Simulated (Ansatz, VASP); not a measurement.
**Two plane-wave programs on B**

```
B
1.0
     1.69957    0.00000    0.00000
    -0.84978    1.47187    0.00000
     0.00000    0.00000   10.73528
B
2
Direct
  0.33333 0.66667 0.25000
  0.66667 0.33333 0.75000
```

Alike in both runs: task single point; functional revPBE; k mesh 23 × 23 × 4; occupations fermi-dirac, width 0.1 eV; no spin polarisation.

|  | VASP | Ansatz |
| --- | --- | --- |
| version | VASP 6.6.1 | Ansatz 0.2.0 |
| potentials or method | VASP PAW PBE potentials, release 64 (B), cutoff 520 eV | plane waves (420 eV) with PAW, scalar-relativistic |
| valence electrons in the cell | 6 | 6 |

VASP gave:

- pressure (GPa): 4.0
- traceless stress, the component that is largest in VASP (GPa): -3.95

Task: Which values does Ansatz return?

Result: Pressure (GPa): 4.1; traceless stress, the component that is largest in VASP (GPa): -3.98.

VASP's potentials were made for PBE, not for revPBE.
